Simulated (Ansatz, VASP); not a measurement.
HfN in VASP and in Ansatz

```
Hf N
1.0
     3.29317    0.00000    0.00000
    -1.64659    2.85197    0.00000
     0.00000    0.00000   10.51287
Hf N
3 3
Direct
  0.00000 0.00000 0.18529
  0.66667 0.33333 0.50000
  0.00000 0.00000 0.81471
  0.00000 0.00000 0.00000
  0.00000 0.00000 0.38558
  0.00000 0.00000 0.61442
```

Alike in both runs: functional PBE; k mesh 12 × 12 × 4; occupations gaussian, width 0.1 eV; no spin polarisation.

Ansatz relaxed the structure, and its values are those at the end. VASP's run is a single point on that final structure, the one shown.

```csv
,VASP,Ansatz
version,VASP 6.6.1,Ansatz 0.2.0
potentials or method,"VASP PAW PBE potentials, release 64 (Hf_pv, N), cutoff 520 eV","scalar-relativistic, plane waves, PAW"
valence electrons in the cell,45,93
```

```csv
,VASP,Ansatz,Ansatz less VASP
gap on the k mesh at the Fermi level (eV),none,none,-
pressure (GPa),-0.7,0.0,+0.71
rms of the force components (eV/Å),0.021,0.000,-0.0209
```

A gap of «none» marks a metal or a gap that the smearing closes. The functional is the same, so the differences come from potentials, cutoffs and numerics. VASP's potentials hold 45 valence electrons a cell and Ansatz's 93, so a difference there can come from the potentials and not from the codes.

Neither program's run includes spin-orbit coupling.
